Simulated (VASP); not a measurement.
# Li: relaxation of cell and atoms with PBE

Crystal: Li.

```xyz
2
Lattice="3.0628 0.0000 0.0000 -1.5314 2.6525 0.0000 0.0000 0.0000 5.0258" Properties=species:S:1:pos:R:3 pbc="T T T"
Li    0.0000    1.7683    1.2564
Li    1.5314    0.8842    3.7693
```

```
Program                : VASP 6.6.1
Task                   : relaxation of cell and atoms
Functional             : PBE
Potentials or basis    : VASP PAW PBE potentials, release 64 (Li_sv)
Cutoff                 : 600 eV
k mesh                 : 21 × 21 × 12
Occupations            : gaussian, width 0.1 eV
Spin                   : no spin polarisation
Dipole correction      : no
Further INCAR settings : ALGO = Fast; EDIFF = 1e-06; IBRION = 2; EDIFFG = -0.01; NSW = 100; ISIF = 3
```

```yaml
Relaxed_volume: 20.00 Å³/atom
Relaxed_cell: a = 3.046 Å, b = 3.046 Å, c = 4.977 Å, α = 90.00°, β = 90.00°, γ = 120.00°
Space_group_after_relaxing_to_0.05_Å: P6_3/mmc (No. 194)
Energy_gained_by_relaxing: 0.3 meV/atom
Ionic_steps: 4
Pressure_after_relaxing: 0.0 GPa
Band_gap_on_the_k_mesh: zero (band 3 reaches 2.84 eV, above the bottom of band 4 at -1.80 eV)
```

Step by step:
```csv
step,energy change (eV),largest force (eV/Å),pressure (GPa),volume (Å³)
1,0.0000,0.0000,-0.24,40.83
2,-0.0003,0.0000,-0.19,40.65
3,-0.0006,0.0000,-0.03,40.12
4,-0.0006,0.0000,0.03,40.00
```

Final structure:
```yaml
crystal:
  lattice:
    - [3.04630, 0.00000, 0.00000]
    - [-1.52315, 2.63818, 0.00000]
    - [0.00000, 0.00000, 4.97697]
  atoms:
    - { symbol: Li, position: [0.33333, 0.66667, 0.25000] }
    - { symbol: Li, position: [0.66667, 0.33333, 0.75000] }
```

Levels at points of the mesh, in eV from the Fermi level:
```
           k point  band 1  band 2  band 3  band 4  band 5  band 6  band 7
(0.00, 0.00, 0.00)  -46.49  -46.47   -3.56   -0.01    2.98   12.59   12.59
(0.00, 0.00, 0.50)  -46.48  -46.48   -2.44   -2.44    8.06    8.06   13.51
```

It took 2.6 min on 1 thread of AMD EPYC 7R13 Processor (Zen 3), with other jobs on the host, peak memory 0.2 GiB.

Caveat: the cutoff is under 1.25 times the usual one of these potentials, so pressure, stress and relaxed cells hold a basis-set (Pulay) error.
